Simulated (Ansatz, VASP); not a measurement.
Two plane-wave programs on WS2

```
CELL_PARAMETERS angstrom
1.54705 0.89319 6.61937
-1.54705 0.89319 6.61937
0.00000 -1.78638 6.61937
ATOMIC_POSITIONS crystal
W 0.99934 0.99934 0.99934
S 0.75278 0.75278 0.75278
S 0.57917 0.57917 0.57917
```

Alike in both runs: task single point; functional PBE; dispersion D3(BJ); k mesh 12 × 12 × 12; occupations gaussian, width 0.05 eV; no spin polarisation.

|  | VASP | Ansatz |
| --- | --- | --- |
| version | VASP 6.6.1 | Ansatz 0.2.0 |
| potentials or method | VASP PAW PBE potentials, release 64 (W_sv, S), cutoff 520 eV | scalar-relativistic, plane waves, PAW |
| valence electrons in the cell | 26 | 26 |

VASP gave:

| Quantity | Value |
| --- | --- |
| gap on the k mesh at the Fermi level (eV) | 1.07 |
| least direct gap on the mesh (eV) | 1.88 |
| pressure (GPa) | -8.5 |
| traceless stress, the component that is largest in VASP (GPa) | -14.43 |
| rms of the force components (eV/Å) | 0.985 |

**Question.** Which values does Ansatz return?

**Answer.** gap on the k mesh at the Fermi level (eV): 1.07; least direct gap on the mesh (eV): 1.88; pressure (GPa): -8.4; traceless stress, the component that is largest in VASP (GPa): -14.42; rms of the force components (eV/Å): 0.985.

Atom by atom the forces differ by 0.001 eV/Å (rms over components).

Neither program's run includes spin-orbit coupling.
